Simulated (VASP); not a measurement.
Write the native input for VASP 6.6.1 that does the following.

```
Task                   : single point
Functional             : PBE
Potentials or basis    : VASP PAW PBE potentials, release 64 (Ge_d)
Cutoff                 : 520 eV
k mesh                 : 8 × 8 × 8
Occupations            : fermi-dirac, width 0.05 eV
Spin                   : no spin polarisation
Dipole correction      : no
Further INCAR settings : ALGO = Normal; EDIFF = 1e-06; NBANDS = 21
```

The structure of Ge lies in POSCAR:

```
Ge
1.0
    4.1706344850      0.0000000000      0.0000000000
   -2.0853121444      3.6118764621      0.0000000000
    0.0000000000      0.0000000000      3.3918236228
Ge
2
Direct
    0.6666700000      0.3333300000      0.1408600000
    0.3333300000      0.6666700000      0.8591400000
```

The input as run:

INCAR

```
SYSTEM = Ge
ALGO = Normal
EDIFF = 1E-6
ENCUT = 520
GGA = PE
ISIF = 2
ISMEAR = -1
LASPH = .TRUE.
LCHARG = .FALSE.
LREAL = .FALSE.
LWAVE = .FALSE.
NBANDS = 21
NELM = 100
PREC = Accurate
SIGMA = 0.05
```

KPOINTS

```
k-points
0
G
  8 8 8
  0 0 0
```

Potentials or basis: VASP PAW PBE potentials, release 64 (Ge_d).

Run with:

```sh
$ cat potpaw_PBE.64/Ge_d/POTCAR > POTCAR
$ mpirun -np 1 vasp_std > vasp.out
```

Results of the run:

| Quantity | Value |
| --- | --- |
| Pressure | -3.9 GPa |
| Largest force | 0.175 eV/Å |
| Band gap on the k mesh | zero (band 14 reaches 5.98 eV, above the bottom of band 15 at 1.54 eV) |

Wall time 85 s on 1 thread of Intel(R) Xeon(R) Platinum 8375C CPU @ 2.90GHz (Ice Lake), with other jobs on the host, peak memory 0.25 GiB.
